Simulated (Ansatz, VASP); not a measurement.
**BeS: VASP beside Ansatz**

```
CELL_PARAMETERS angstrom
0.00000 2.29908 2.45131
2.45131 0.00000 2.45131
2.45131 2.29908 0.00000
ATOMIC_POSITIONS crystal
Be 0.00000 0.00000 0.00000
S 0.75000 0.75000 0.75000
```

Alike in both runs: task single point; functional PBEsol; k mesh 10 × 10 × 10; occupations gaussian, width 0.05 eV; no spin polarisation.

```csv
,VASP,Ansatz
version,VASP 6.6.1,Ansatz 0.2.0
potentials or method,"VASP PAW PBE potentials, release 64 (Be, S), cutoff 520 eV","scalar-relativistic, plane waves, PAW"
valence electrons in the cell,8,8
```

```csv
,VASP,Ansatz,Ansatz less VASP
gap on the k mesh at the Fermi level (eV),2.33,2.33,-0.004
least direct gap on the mesh (eV),5.36,5.34,-0.029
pressure (GPa),2.6,2.4,-0.17
"traceless stress, the component that is largest in VASP (GPa)",3.61,3.63,+0.022
```

VASP's potentials were made for PBE, not for PBEsol.
